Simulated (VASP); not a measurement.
# Cu in VASP: further runs, part 3 of 3

VASP 6.6.1.

### 4 Single point, PBE

File INCAR:

```
SYSTEM = Cu
PREC = Accurate ; ENCUT = 520
EDIFF = 1E-6 ; ISMEAR = 0
SIGMA = 0.1 ; LREAL = .False.
LASPH = .True. ; NELM = 100
ALGO = Normal ; ISIF = 2
LWAVE = .False. ; LCHARG = .False.
GGA = PE ; NBANDS = 24
```

File KPOINTS:

```
Automatic mesh
0
Gamma
  8 6 25
  0 0 0
```

File POSCAR:

```
Cu
1.0
    4.2142048667      0.0000021765      0.0037561584
    0.0000030780      5.9597840423     -0.0069067115
   -2.1058828217     -0.0015868355      1.3684464493
Cu
3
Direct
    0.0000000000      0.0000000000      0.0000000000
    0.3333333333      0.6666666667      0.0000000000
    0.6666666667      0.3333333333      0.0000000000
```

Potentials or basis: VASP PAW PBE potentials, release 64 (Cu).

Launch:

```sh
$ cat potpaw_PBE.64/Cu/POTCAR > POTCAR
$ mpirun -np 1 vasp_std > vasp.out
```

OUTCAR:

```text
SYSTEM = Cu
   PREC = Accurate
   ENCUT = 520
   EDIFF = 1E-6
   ISMEAR = 0
   LREAL = .False.
   LASPH = .True.
   NELM = 100
   ISIF = 2
   GGA = PE

 ion  position               nearest neighbor table
   1  0.000  0.000  0.000-   2 2.43   3 2.43   3 2.51   2 2.51   3 2.52   2 2.52
   2  0.333  0.667  0.000-   1 2.43   3 2.43   1 2.51   3 2.51   1 2.52   3 2.52
   3  0.667  0.333  0.000-   1 2.43   2 2.43   1 2.51   2 2.51   1 2.52   2 2.52

  LATTYP: Found a triclinic cell.
 ALAT       =     2.5114519031
 B/A-ratio  =     1.0016295916
 C/A-ratio  =     2.5739743907
 COS(alpha) =     0.1587186345
 COS(beta)  =     0.3873391740
 COS(gamma) =     0.4055436938

  Lattice vectors:

 A1 = (   2.1058828217,   0.0015868355,  -1.3684464493)
 A2 = (   2.1083220450,  -0.0015846590,   1.3722026077)
 A3 = (   2.1058797437,  -5.9581972068,  -1.3615397378)

Analysis of symmetry for initial positions (statically):
=====================================================================
 Subroutine PRICEL returns following result:

  LATTYP: Found a triclinic cell.
 ALAT       =     2.5116720250
 B/A-ratio  =     1.3699580190
 C/A-ratio  =     1.0911663427
 COS(alpha) =     0.0001172500
 COS(beta)  =     0.5442494040
 COS(gamma) =     0.6850429792

  Lattice vectors:

 A1 = (  -0.7035881152,  -1.9850092967,  -1.3686483177)
 A2 = (  -2.8094709369,  -1.9865961322,  -0.0002018684)
 A3 = (  -0.0024392229,   0.0031714939,  -2.7406490570)

   3 primitive cells build up your supercell.

 Routine SETGRP: Setting up the symmetry group for a
 triclinic supercell.

 Subroutine GETGRP returns: Found  2 space group operations
 (whereof  2 operations were pure point group operations)
 out of a pool of  2 trial point group operations.

The static configuration has the point symmetry S_2 .

Analysis of symmetry for dynamics (positions and initial velocities):
=====================================================================
 Subroutine PRICEL returns following result:

  LATTYP: Found a triclinic cell.
 ALAT       =     2.5116720250
 B/A-ratio  =     1.3699580190
 C/A-ratio  =     1.0911663427
 COS(alpha) =     0.0001172500
 COS(beta)  =     0.5442494040
 COS(gamma) =     0.6850429792

  Lattice vectors:

 A1 = (  -0.7035881152,  -1.9850092967,  -1.3686483177)
 A2 = (  -2.8094709369,  -1.9865961322,  -0.0002018684)
 A3 = (  -0.0024392229,   0.0031714939,  -2.7406490570)

   3 primitive cells build up your supercell.

 Routine SETGRP: Setting up the symmetry group for a
 triclinic supercell.

 Subroutine GETGRP returns: Found  2 space group operations
 (whereof  2 operations were pure point group operations)
 out of a pool of  2 trial point group operations.

The dynamic configuration has the point symmetry S_2 .

 Subroutine INISYM returns: Found  2 space group operations
 (whereof  2 operations are pure point group operations),
 and found     3 'primitive' translations

----------------------------------------------------------------------------------------
[... 26 lines left out ...]
 generate k-points for:    8    6   25

 Generating k-lattice:

  Cartesian coordinates                     Fractional coordinates (reciprocal lattice)
     0.029620957  0.000052811  0.045583332     0.125000000 -0.000000000  0.000000000
    -0.000000043  0.027965257  0.000032362     0.000000000  0.166666667 -0.000000000
    -0.000026018  0.000033828  0.029190228    -0.000000000  0.000000000  0.040000000

  Length of vectors
     0.054362156  0.027965275  0.029190259

  Shift w.r.t. Gamma in fractional coordinates (k-lattice)
     0.000000000  0.000000000  0.000000000

 Subroutine IBZKPT returns following result:
 ===========================================

 Found    602 irreducible k-points:

 Following reciprocal coordinates:
            Coordinates               Weight
  0.000000  0.000000  0.000000      1.000000
  0.125000  0.000000  0.000000      2.000000
  0.250000  0.000000  0.000000      2.000000
  0.375000  0.000000  0.000000      2.000000
  0.500000  0.000000  0.000000      1.000000
  0.000000  0.166667  0.000000      2.000000
[... 16 lines left out ...]
  0.125000  0.500000  0.000000      2.000000
  0.250000  0.500000  0.000000      2.000000
 [... further k-points ...]
   k-points           NKPTS =    602   k-points in BZ     NKDIM =    602   number of bands    NBANDS=     24
   number of dos      NEDOS =    301   number of ions     NIONS =      3
   total plane-waves  NPLWV =  30720
   dimension x,y,z NGX =    32 NGY =   48 NGZ =   20
   dimension x,y,z NGXF=    64 NGYF=   96 NGZF=   40
   ions per type =               3
   NGX,Y,Z   is equivalent  to a cutoff of  12.62, 13.39, 13.24 a.u.
   NGXF,Y,Z  is equivalent  to a cutoff of  25.25, 26.78, 26.48 a.u.
 SYSTEM =  Cu
   PREC   = accura    normal or accurate (medium, high low for compatibility)
   ISTART =      0    job   : 0-new  1-cont  2-samecut
   ICHARG =      2    charge: 1-file 2-atom 10-const
   ISPIN  =      1    spin polarized calculation?
   LNONCOLLINEAR =      F non collinear calculations
   LSORBIT =      F    spin-orbit coupling
   LASPH  =      T    aspherical Exc in radial PAW
   ENCUT  =  520.0 eV  38.22 Ry    6.18 a.u.   7.84 11.08  4.67*2*pi/ulx,y,z
   NELM   =    100;   NELMIN=  2; NELMDL= -5     # of ELM steps
   EDIFF  = 0.1E-05   stopping-criterion for ELM
   LREAL  =      F    real-space projection
   EDIFFG = 0.1E-04   stopping-criterion for IOM
   NSW    =      0    number of steps for IOM
   IBRION =     -1    ionic relax: 0-MD 1-quasi-New 2-CG
   NFREE  =      0    steps in history (QN), initial steepest desc. (CG)
   ISIF   =      2    stress and relaxation
   ISYM   =      2    0-nonsym 1-usesym 2-fastsym
   POTIM  = 0.5000    time-step for ionic-motion
   TEBEG  =    0.0;   TEEND  =   0.0 temperature during run
   PSTRESS=    0.0 pullay stress
   NELECT =      33.0000    total number of electrons
   NUPDOWN=      -1.0000    fix difference up-down
   EMIN   =  10.00;   EMAX   =-10.00  energy-range for DOS
   EFERMI =   0.00;   METHOD = LEGACY
   ISMEAR =     0;   SIGMA  =   0.10  broadening in eV -4-tet -1-fermi 0-gaus
   EFERMI_NEDOS =   21; number of points for ismear=-14 and -15
   IALGO  =     38    algorithm
   IMIX   =      4    mixing-type and parameters
     AMIX     =   0.40;   BMIX     =  1.00
     AMIX_MAG =   1.60;   BMIX_MAG =  1.00
  volume/ion in A,a.u.               =      11.47        77.42
  Fermi-wavevector in a.u.,A,eV,Ry     =   1.614321  3.050625 35.457226  2.606033
  Thomas-Fermi vector in A             =   2.709249
   LORBIT       =      0    0 simple, 1 ext, 2 COOP (PROOUT), +10 PAW based schemes
   GGA     = PE    functional components
   LHFCALC =     F    Hartree Fock is set to
   AEXX    =    0.0000 exact exchange contribution
   IVDW    =     0    specifies the selected vdW correction
   LEPSILON=     F    determine dielectric tensor
   LRPA    =     F    only Hartree local field effects (RPA)
 non-spin polarized calculation
 Gauss-broadening in eV      SIGMA  =   0.10
  energy-cutoff  :      520.00
  volume of cell :       34.42
 maximum number of plane-waves:       947
   NGX = 15   NGY = 23   NGZ =  9

 number of electron      33.0000021 magnetization

 Free energy of the ion-electron system (eV)
  ---------------------------------------------------
  ext. energy  EPLUGINS =         0.00000000
  ---------------------------------------------------
  free energy    TOTEN  =       -11.03007481 eV

  energy without entropy =      -11.02566639  energy(sigma->0) =      -11.02787060

 E-fermi :   7.9888     XC(G=0): -12.8891

 val. band max:        7.9801597179   @ k =   0.5000   0.1667   0.4000
 cond. band min:       7.9958258282   @ k =   0.1250   0.1667   0.3600
 fundamental gap:      0.0156661103
 Fermi energy:         7.9887652763

 k-point     1 :       0.0000    0.0000    0.0000
  band No.  band energies     occupation
      1      -1.6205      2.00000
      2       2.0262      2.00000
      3       2.0262      2.00000
      4       4.4403      2.00000
      5       4.4954      2.00000
      6       4.4954      2.00000
[... 637 lines left out ...]
     23      25.2666      0.00000
     24      25.3219      0.00000

 [... further k-points ...]
[... 5 lines left out ...]
  --------------------------------------------------------------------------------------
  -------------------------------------------------------------------------------------
  Total        2.3752733      3.0727634      0.1176923     -0.9950739     -0.0040970      0.0063451
  in kB      110.5746295    143.0444581      5.4788571    -46.3230586     -0.1907265      0.2953808
  external PRESSURE =      86.3659816 kB  Pullay stress =       0.0000000 kB

 VOLUME and BASIS-vectors are now :
 -----------------------------------------------------------------------------
  energy-cutoff  :      520.00
  volume of cell :       34.42
      direct lattice vectors                 reciprocal lattice vectors
     4.214204867  0.000002176  0.003756158     0.236967657  0.000422485  0.364666655
     0.000003078  5.959784042 -0.006906712    -0.000000260  0.167791540  0.000194170
    -2.105882822 -0.001586835  1.368446449    -0.000650438  0.000845704  0.729755699

 POSITION                                       TOTAL-FORCE (eV/Angst)
 -----------------------------------------------------------------------------------
      0.00000      0.00000      0.00000         0.000000     -0.000000      0.000000
      1.40474      3.97319     -0.00335        -0.000000      0.000000      0.000000
      2.80947      1.98660      0.00020         0.000000     -0.000000     -0.000000
 -----------------------------------------------------------------------------------
    total drift:                                0.000000      0.000000     -0.000000

  FREE ENERGIE OF THE ION-ELECTRON SYSTEM (eV)
  ---------------------------------------------------
  free  energy   TOTEN  =       -11.0300748132 eV

  energy  without entropy=      -11.0256663928  energy(sigma->0) =      -11.02787060
```

stdout:

```text
POSCAR found type information on POSCAR Cu
 POSCAR found :  1 types and       3 ions
 scaLAPACK will be used
 LDA part: xc-table for (Slater+PW92), standard interpolation
 POSCAR, INCAR and KPOINTS ok, starting setup
 FFT: planning ... GRIDC
 FFT: planning ... GRID_SOFT
 FFT: planning ... GRID
 WAVECAR not read
 entering main loop
```

It took 3.1 min on 1 thread of Intel Xeon 6975P-C (Granite Rapids), shared host; peak memory 0.47 GiB.

Results:

| Property | Result |
| --- | --- |
| Free energy | -11.0301 eV |
| Pressure | 8.6 GPa |

Stress tensor (GPa, compression positive):
```
11.06 -4.63  0.03
-4.63 14.30 -0.02
 0.03 -0.02  0.55
```

Levels at points of the mesh, in eV from the Fermi level:
```csv
k point,band 14,band 15,band 16,band 17,band 18,band 19,band 20,band 21
"(0.00, 0.00, 0.00)",-2.09,-2.07,-2.07,-1.96,-1.96,10.08,10.08,19.87
"(0.50, 0.00, 0.00)",-1.53,-1.52,0.10,0.10,1.06,4.65,4.65,6.82
"(0.00, 0.50, 0.00)",-2.24,-2.24,-1.70,-1.59,-0.53,4.74,18.75,18.75
"(0.50, 0.50, 0.00)",-1.80,-1.60,-1.60,0.73,0.73,3.14,9.12,9.12
```
